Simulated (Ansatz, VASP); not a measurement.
Sr in VASP and in Ansatz

The input INCAR:

```
SYSTEM = Sr
ALGO = Normal
EDIFF = 1E-7
ENCUT = 520
GGA = PE
ISIF = 2
ISMEAR = -1
LASPH = .True.
LCHARG = .False.
LREAL = .False.
LWAVE = .False.
NBANDS = 11
NELM = 100
PREC = Accurate
SIGMA = 0.08
```

File KPOINTS:

```
k-points
0
Gamma
  12 12 12
  0 0 0
```

Contents of POSCAR:

```
Sr
1.0
    0.0000000000      2.7552055670      2.7552055670
    2.7552055670      0.0000000000      2.7552055670
    2.7552055670      2.7552055670      0.0000000000
Sr
1
Direct
    0.0000000000      0.0000000000      0.0000000000
```

Input for Ansatz:

```yaml
crystal:
  lattice:
    - [0.0, 2.755205567, 2.755205567]
    - [2.755205567, 0.0, 2.755205567]
    - [2.755205567, 2.755205567, 0.0]
  atoms:
    - { symbol: Sr, position: [0.0, 0.0, 0.0] }
kpoints:
  mp_grid: { grid: [12, 12, 12] }
scf:
  occupations: { method: fermi_dirac, width: 0.08 }
hamiltonian:
  xc: pbe
  pseudopotentials: { kind: all_electron, datasets: crystal }
output:
  forces: true
  stress: true
  eigenvalues: true
```

Change from the starting cell: volume scaled by 0.76, crystal datasets.

Alike in both runs: task single point; functional PBE; k mesh 12 × 12 × 12; occupations fermi-dirac, width 0.08 eV; no spin polarisation.

|  | VASP | Ansatz |
| --- | --- | --- |
| version | VASP 6.6.1 | Ansatz 0.2.0 |
| potentials or method | VASP PAW PBE potentials, release 64 (Sr_sv), cutoff 520 eV | all-electron PAW with datasets made for the crystal, scalar-relativistic |

```tsv
	VASP	Ansatz	Ansatz less VASP
pressure (GPa)	5.0	5.0	-0.02
```

Ansatz ran all-electron here, and VASP with PAW potentials.
